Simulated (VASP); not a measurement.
Input of a VASP 6.6.1 run:

Contents of POSCAR:

```
Sb
1.0
    0.1733647600      2.3885337500      2.4958692300
    2.4173055400      0.0646925500      2.6045414300
    2.3204533900      2.4003538000      0.1615447000
Sb
1
Direct
    0.0000000000      0.0000000000      0.0000000000
```

File INCAR.step1:

```
ALGO = Normal ; EDIFF = 1E-5
ENCUT = 520 ; GGA = PE
ISIF = 2 ; ISMEAR = -1
LASPH = True ; LREAL = False
LWAVE = True ; NBANDS = 8
NELM = 100 ; PREC = Accurate
SIGMA = 0.05
```

File INCAR.step2:

```
AEXX = 0.25 ; ALGO = Normal
EDIFF = 1E-7 ; ENCUT = 520
ISIF = 2 ; ISMEAR = -1
ISTART = 1 ; LASPH = True
LCHARG = True ; LELF = True
LHFCALC = True ; LMIXTAU = True
LREAL = False ; LVHAR = True
LWAVE = False ; METAGGA = R2SCAN
NBANDS = 8 ; NELM = 100
PREC = Accurate ; PRECFOCK = Normal
SIGMA = 0.05
```

The input KPOINTS:

```
k-points
0
Gamma
  6 6 6
```

Potentials or basis: VASP PAW PBE potentials, release 64 (Sb).

Run with:

```console
$ cat potpaw_PBE.64/Sb/POTCAR > POTCAR
$ cp INCAR.step1 INCAR
$ mpirun -np 1 vasp_std > vasp.out
$ cp INCAR.step2 INCAR
$ mpirun -np 1 vasp_std > vasp.out
```

(1) Predict the pressure.

Answers

(1) -0.7 GPa.

Caveat: the k points lie up to 0.40 Å⁻¹ apart; the PAW data sets were made with another functional, which shifts forces and pressure a little.
